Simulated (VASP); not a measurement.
Here is a VASP 6.6.1 calculation.

INCAR

```
PREC = Accurate ; ENCUT = 520
EDIFF = 1E-8 ; ISMEAR = -1
SIGMA = 0.05 ; LREAL = F
LASPH = T ; NELM = 100
ALGO = Normal ; ISIF = 2
LWAVE = F ; LCHARG = F
GGA = PE ; LEFG = T
NBANDS = 14
```

The input KPOINTS:

```
regular mesh
0
Gamma
  14 14 14
```

POSCAR

```
HfC
1.0
    0.0000000000      2.3171388429      2.3171388429
    2.3171388429      0.0000000000      2.3171388429
    2.3171388429      2.3171388429      0.0000000000
Hf C
1 1
Direct
    0.0000000000      0.0000000000      0.0000000000
    0.5000000000      0.5000000000      0.5000000000
```

Potentials or basis: VASP PAW PBE potentials, release 64 (Hf_pv, C).

Command:

```bash
$ cat potpaw_PBE.64/Hf_pv/POTCAR potpaw_PBE.64/C/POTCAR > POTCAR
$ mpirun -np 1 vasp_std > vasp.out
```

(1) What does it give for the pressure?

(2) Predict the band gap on the k mesh.

Results:

(1) 2.0 GPa.

(2) zero (bands 7 and 8 overlap by 1.42 eV).

Caveat: spin-orbit coupling is left out, which moves the levels of the heavy elements.
